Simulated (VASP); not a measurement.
# Sn2Ge: single point with PBE

Sn2Ge:

```
CELL_PARAMETERS angstrom
4.45448 0.00000 0.00000
-2.22724 3.85769 0.00000
0.00000 0.00000 10.83922
ATOMIC_POSITIONS crystal
Ge 0.00000 0.00000 0.88601
Ge 0.00000 0.00000 0.11399
Sn 0.66667 0.33333 0.54872
Sn 0.33333 0.66667 0.18948
Sn 0.66667 0.33333 0.81052
Sn 0.33333 0.66667 0.45128
```

```yaml
Program: VASP 6.6.1
Task: single point
Functional: PBE
Potentials_or_basis: VASP PAW PBE potentials, release 64 (Ge_d, Sn_d)
Cutoff: 520 eV
k_mesh: 6 × 6 × 2
Occupations: fermi-dirac, width 0.02 eV
Spin: non-collinear spin, zero start, spin-orbit coupling
Starting_moments: "[[0.0, 0.0, 0.0], [0.0, 0.0, 0.0], [0.0, 0.0, 0.0], [0.0, 0.0, 0.0], [0.0, 0.0, 0.0], [0.0, 0.0, 0.0]] μB"
```

The pressure is 1.8 GPa. The largest force is 0.084 eV/Å and the net moment is 0.00 μB per cell. The valence electrons inside the program's atomic spheres are Ge 12.33; Sn 12.38, 12.30 (each value once).

Forces on the atoms (eV/Å):
```
Ge   0.000  0.000 -0.084
Ge   0.000  0.000  0.084
Sn   0.000  0.000  0.075
Sn   0.000  0.000 -0.014
Sn   0.000  0.000  0.014
Sn   0.000  0.000 -0.075
```

Stress tensor (GPa, compression positive):
```
1.73 0.00 0.00
0.00 1.73 0.00
0.00 0.00 1.88
```

Moments on the atoms (μB; x, y, z):
```
Ge  0.00 0.00 0.00
Ge  0.00 0.00 0.00
Sn  0.00 0.00 0.00
Sn  0.00 0.00 0.00
Sn  0.00 0.00 0.00
Sn  0.00 0.00 0.00
```

Wall time 12 min on 1 thread of Oxide Virtual Turin-like Processor, on a shared host, peak memory 0.89 GiB.
